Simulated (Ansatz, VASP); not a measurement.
## One calculation of BN, two programs

```
B N
1.0
     0.00000    1.83129    1.83129
     1.83129    0.00000    1.83129
     1.83129    1.83129    0.00000
B N
1 1
Direct
  0.00000 0.00000 0.00000
  0.25000 0.25000 0.25000
```

Alike in both runs: task single point; functional LDA; k mesh 8 × 8 × 8; no spin polarisation.

```csv
,VASP,Ansatz
version,VASP 6.6.1,Ansatz 0.2.0
potentials or method,"VASP PAW LDA potentials, release 64 (B, N), cutoff 600 eV","plane waves, PAW"
occupations,"fermi-dirac, width 0.1 eV",fermi-dirac
valence electrons in the cell,8,8
```

Ansatz gave:

| Property | Result |
| --- | --- |
| pressure (GPa) | -24.1 |

Task: Estimate VASP's values.

Result: Pressure (GPa): -23.6.

LDA's correlation is that of Perdew and Zunger in VASP and of Perdew and Wang (1992) in Ansatz.
